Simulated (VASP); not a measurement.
# LiF (P6_3mc) in VASP: notebook

Runs on LiF. Level: PBEsol. Tasks: single point.

Program: VASP 6.6.1. These are calculated values, not measurements. Logs are shortened: lines on timing, memory, paths and dates and some standing lists are left out, and cuts for length are marked.

## 1. The cell of the first run

Symmetry: P6_3mc, No. 186, hexagonal system. Conventional cell: a = 3.183 Å, b = 3.183 Å, c = 5.192 Å, α = 90.00°, β = 90.00°, γ = 120.00°. Within 2.6 Å of Li (site symmetry 3m) lie 4 F at 1.93 to 2.01 Å. Within 2.6 Å of F (site symmetry 3m) lie 4 Li at 1.93 to 2.01 Å.

## 2. Single point, PBEsol (strain +0.040 along x and y, +0.080 along z)

Input file INCAR:

```
SYSTEM = LiF
PREC = Accurate ; ENCUT = 520
EDIFF = 1E-6 ; ISMEAR = 0
SIGMA = 0.05 ; LREAL = .FALSE.
LASPH = .TRUE. ; NELM = 100
ALGO = Normal ; ISIF = 2
LWAVE = .FALSE. ; LCHARG = .FALSE.
GGA = PS ; NBANDS = 18
```

Input file KPOINTS:

```
regular mesh
0
G
  9 9 6
  0 0 0
```

Input file POSCAR:

```
LiF
1.0
    3.1833774102      0.0000000000      0.0000000000
   -1.5916887051      2.7568857071      0.0000000000
    0.0000000000      0.0000000000      5.1919105356
Li F
2 2
Direct
    0.3333333333      0.6666666667      0.3811542600
    0.6666666667      0.3333333333      0.8811542600
    0.3333333333      0.6666666667      0.9938437400
    0.6666666667      0.3333333333      0.4938437400
```

Potentials or basis: VASP PAW PBE potentials, release 64 (Li_sv, F).

Launch:

```sh
> cat potpaw_PBE.64/Li_sv/POTCAR potpaw_PBE.64/F/POTCAR > POTCAR
> mpirun -np 1 vasp_std > vasp.out
```

OUTCAR:

```text
SYSTEM = LiF
   PREC = Accurate
   ENCUT = 520
   EDIFF = 1E-6
   ISMEAR = 0
   LREAL = .FALSE.
   LASPH = .TRUE.
   NELM = 100
   ISIF = 2
   GGA = PS

 ion  position               nearest neighbor table
   1  0.333  0.667  0.381-   4 1.93   4 1.93   4 1.93   3 2.01
   2  0.667  0.333  0.881-   3 1.93   3 1.93   3 1.93   4 2.01
   3  0.333  0.667  0.994-   2 1.93   2 1.93   2 1.93   1 2.01
   4  0.667  0.333  0.494-   1 1.93   1 1.93   1 1.93   2 2.01

  LATTYP: Found a hexagonal cell.
 ALAT       =     3.1833774102
 C/A-ratio  =     1.6309440781

  Lattice vectors:

 A1 = (   3.1833774102,   0.0000000000,   0.0000000000)
 A2 = (  -1.5916887051,   2.7568857071,   0.0000000000)
 A3 = (   0.0000000000,   0.0000000000,   5.1919105356)

Analysis of symmetry for initial positions (statically):
=====================================================================
 Subroutine PRICEL returns:
 Original cell was already a primitive cell.

 Routine SETGRP: Setting up the symmetry group for a
 hexagonal supercell.

 Subroutine GETGRP returns: Found 12 space group operations
 (whereof  6 operations were pure point group operations)
 out of a pool of 24 trial point group operations.

The static configuration has the point symmetry C_3v.
 The point group associated with its full space group is C_6v.

Analysis of symmetry for dynamics (positions and initial velocities):
=====================================================================
 Subroutine PRICEL returns:
 Original cell was already a primitive cell.

 Routine SETGRP: Setting up the symmetry group for a
 hexagonal supercell.

 Subroutine GETGRP returns: Found 12 space group operations
 (whereof  6 operations were pure point group operations)
 out of a pool of 24 trial point group operations.

The dynamic configuration has the point symmetry C_3v.
 The point group associated with its full space group is C_6v.

 Subroutine INISYM returns: Found 12 space group operations
 (whereof  6 operations are pure point group operations),
 and found     1 'primitive' translations

----------------------------------------------------------------------------------------

                                     Primitive cell

  volume of cell :      45.5653

  direct lattice vectors                    reciprocal lattice vectors
     3.183377410  0.000000000  0.000000000     0.314131776  0.181364066  0.000000000
    -1.591688705  2.756885707  0.000000000     0.000000000  0.362728131  0.000000000
[... 87 lines left out ...]
   ENCUT  =  520.0 eV  38.22 Ry    6.18 a.u.   5.92  5.92  9.65*2*pi/ulx,y,z
   NELM   =    100;   NELMIN=  2; NELMDL= -5     # of ELM steps
   EDIFF  = 0.1E-05   stopping-criterion for ELM
   LREAL  =      F    real-space projection
   EDIFFG = 0.1E-04   stopping-criterion for IOM
   NSW    =      0    number of steps for IOM
   IBRION =     -1    ionic relax: 0-MD 1-quasi-New 2-CG
   NFREE  =      0    steps in history (QN), initial steepest desc. (CG)
   ISIF   =      2    stress and relaxation
   ISYM   =      2    0-nonsym 1-usesym 2-fastsym
   POTIM  = 0.5000    time-step for ionic-motion
   TEBEG  =    0.0;   TEEND  =   0.0 temperature during run
   PSTRESS=    0.0 pullay stress
   NELECT =      20.0000    total number of electrons
   NUPDOWN=      -1.0000    fix difference up-down
   EMIN   =  10.00;   EMAX   =-10.00  energy-range for DOS
   EFERMI =   0.00;   METHOD = LEGACY
   ISMEAR =     0;   SIGMA  =   0.05  broadening in eV -4-tet -1-fermi 0-gaus
   EFERMI_NEDOS =   21; number of points for ismear=-14 and -15
   IALGO  =     38    algorithm
   IMIX   =      4    mixing-type and parameters
     AMIX     =   0.40;   BMIX     =  1.00
     AMIX_MAG =   1.60;   BMIX_MAG =  1.00
  volume/ion in A,a.u.               =      11.39        76.87
  Fermi-wavevector in a.u.,A,eV,Ry     =   1.244152  2.351106 21.060654  1.547914
  Thomas-Fermi vector in A             =   2.378431
   LORBIT       =      0    0 simple, 1 ext, 2 COOP (PROOUT), +10 PAW based schemes
   GGA     = PS    functional components
   LHFCALC =     F    Hartree Fock is set to
   AEXX    =    0.0000 exact exchange contribution
   IVDW    =     0    specifies the selected vdW correction
   LEPSILON=     F    determine dielectric tensor
   LRPA    =     F    only Hartree local field effects (RPA)
 non-spin polarized calculation
 Gauss-broadening in eV      SIGMA  =   0.05
  energy-cutoff  :      520.00
  volume of cell :       45.57
 maximum number of plane-waves:      1260
 NGX is ok and might be reduce to    24
   NGX = 11   NGY = 11   NGZ = 19

 number of electron      20.0000025 magnetization

 Free energy of the ion-electron system (eV)
  ---------------------------------------------------
  ext. energy  EPLUGINS =         0.00000000
  ---------------------------------------------------
  free energy    TOTEN  =       -19.50298506 eV

  energy without entropy =      -19.50298506  energy(sigma->0) =      -19.50298506

 E-fermi :  -2.9129     XC(G=0):  -8.4097

 val. band max:       -3.1483592515   @ k =   0.0000   0.0000   0.0000
 cond. band min:       3.8668132117   @ k =   0.0000   0.0000   0.0000
 fundamental gap:      7.0151724632
 Fermi energy:        -2.9128977678

 k-point     1 :       0.0000    0.0000    0.0000
  band No.  band energies     occupation
      1     -43.2772      2.00000
      2     -43.2568      2.00000
      3     -22.2141      2.00000
      4     -22.0517      2.00000
      5      -4.9181      2.00000
      6      -3.4502      2.00000
[... 481 lines left out ...]
      5      -4.7436      2.00000
      6      -4.1198      2.00000
[... 10 lines left out ...]
     17      14.1062      0.00000
     18      16.2942      0.00000

 [... further k-points ...]
[... 5 lines left out ...]
  --------------------------------------------------------------------------------------
  -------------------------------------------------------------------------------------
  Total       -1.3740894     -1.3740894     -1.9426213      0.0000000      0.0000000      0.0000000
  in kB      -48.3160553    -48.3160553    -68.3069098      0.0000000      0.0000000      0.0000000
  external PRESSURE =     -54.9796734 kB  Pullay stress =       0.0000000 kB

 VOLUME and BASIS-vectors are now :
 -----------------------------------------------------------------------------
  energy-cutoff  :      520.00
  volume of cell :       45.57
      direct lattice vectors                 reciprocal lattice vectors
     3.183377410  0.000000000  0.000000000     0.314131776  0.181364066  0.000000000
    -1.591688705  2.756885707  0.000000000     0.000000000  0.362728131  0.000000000
     0.000000000  0.000000000  5.191910536     0.000000000  0.000000000  0.192607325

 POSITION                                       TOTAL-FORCE (eV/Angst)
 -----------------------------------------------------------------------------------
     -0.00000      1.83792      1.97892         0.000000     -0.000000     -0.065954
      1.59169      0.91896      4.57487        -0.000000      0.000000     -0.065954
     -0.00000      1.83792      5.15995         0.000000     -0.000000      0.065954
      1.59169      0.91896      2.56399         0.000000      0.000000      0.065954
 -----------------------------------------------------------------------------------
    total drift:                                0.000001      0.000001      0.000441

  FREE ENERGIE OF THE ION-ELECTRON SYSTEM (eV)
  ---------------------------------------------------
  free  energy   TOTEN  =       -19.5029850570 eV

  energy  without entropy=      -19.5029850570  energy(sigma->0) =      -19.50298506
```

It took 11 s on 1 thread of Intel Xeon 6975P-C (Granite Rapids), shared host; peak memory 0.16 GiB.

Results:

```
Free energy            : -19.5030 eV
Largest force          : 0.066 eV/Å
Band gap on the k mesh : 7.02 eV, direct
```

Forces in eV/Å, atoms in the order of the input:
```
Li   0.000  0.000 -0.066
Li   0.000  0.000 -0.066
F    0.000  0.000  0.066
F    0.000  0.000  0.066
```

Levels at points of the mesh, in eV from the valence-band top:
| k point | band 6 | band 7 | band 8 | band 9 | band 10 | band 11 | band 12 | band 13 | band 14 | band 15 |
| --- | --- | --- | --- | --- | --- | --- | --- | --- | --- | --- |
| (0.00, 0.00, 0.00) | -0.30 | -0.30 | -0.08 | -0.08 | 0.00 | 7.02 | 10.92 | 13.70 | 17.75 | 17.75 |
| (0.00, 0.00, 0.50) | -0.95 | -0.19 | -0.19 | -0.19 | -0.19 | 8.57 | 8.57 | 16.06 | 16.06 | 17.97 |

Caveat: the cell differs from its parent crystal (strain +0.040 along x and y, +0.080 along z); the cutoff is under 1.25 times the usual one of these potentials, so pressure, stress and relaxed cells hold a basis-set (Pulay) error; the PAW data sets were made with another functional, which shifts forces and pressure a little.

## 3. Single point, PBEsol (strain +0.080 along x and y, +0.080 along z)

Input file INCAR:

```
SYSTEM = LiF
PREC     = Accurate       ! precision mode
ENCUT    = 520            ! plane-wave cutoff, eV
EDIFF    = 1E-7           ! SCF threshold, eV
ISMEAR   = 0              ! smearing method
SIGMA    = 0.05           ! smearing width, eV
LREAL    = .False.        ! projectors in reciprocal space
LASPH    = .True.         ! aspherical terms in the spheres
NELM     = 100            ! most SCF steps
ALGO     = Normal         ! electronic algorithm
ISIF     = 2              ! what is computed and relaxed
LWAVE    = .False.        ! write WAVECAR
LCHARG   = .False.        ! write CHGCAR
GGA      = PS             ! functional
NBANDS   = 18             ! bands
```

Input file KPOINTS:

```
Automatic mesh
0
Gamma
  9 9 6
  0 0 0
```

Changes to POSCAR since step 2:

```diff
@@ -2,4 +2,4 @@
 1.0
-    3.1833774102      0.0000000000      0.0000000000
-   -1.5916887051      2.7568857071      0.0000000000
+    3.3058150029      0.0000000000      0.0000000000
+   -1.6529075014      2.8629197727      0.0000000000
     0.0000000000      0.0000000000      5.1919105356
```

Potentials or basis: VASP PAW PBE potentials, release 64 (Li_sv, F).

Launch:

```sh
> cat potpaw_PBE.64/Li_sv/POTCAR potpaw_PBE.64/F/POTCAR > POTCAR
> mpirun -np 1 vasp_std > vasp.out
```

Wall time 20 s (1 thread of Intel Xeon 6975P-C (Granite Rapids), shared host); peak memory 0.18 GiB.

It converged, with:

```
Free energy            : -19.3692 eV
Largest force          : 0.023 eV/Å
Band gap on the k mesh : 6.66 eV, direct
```

Forces on the atoms (eV/Å):
```
Li   0.000  0.000 -0.023
Li   0.000  0.000 -0.023
F    0.000  0.000  0.023
F    0.000  0.000  0.023
```

Levels at points of the mesh, in eV from the valence-band top:
```
           k point  band 6  band 7  band 8  band 9  band 10  band 11  band 12  band 13  band 14  band 15
(0.00, 0.00, 0.00)   -0.35   -0.35   -0.12   -0.12     0.00     6.66    10.65    13.19    16.88    16.88
(0.00, 0.00, 0.50)   -0.87   -0.23   -0.23   -0.23    -0.23     8.20     8.20    15.73    15.73    17.07
```

Caveat: the cell differs from its parent crystal (strain +0.080 along x and y, +0.080 along z); the cutoff is under 1.25 times the usual one of these potentials, so pressure, stress and relaxed cells hold a basis-set (Pulay) error; the PAW data sets were made with another functional, which shifts forces and pressure a little.
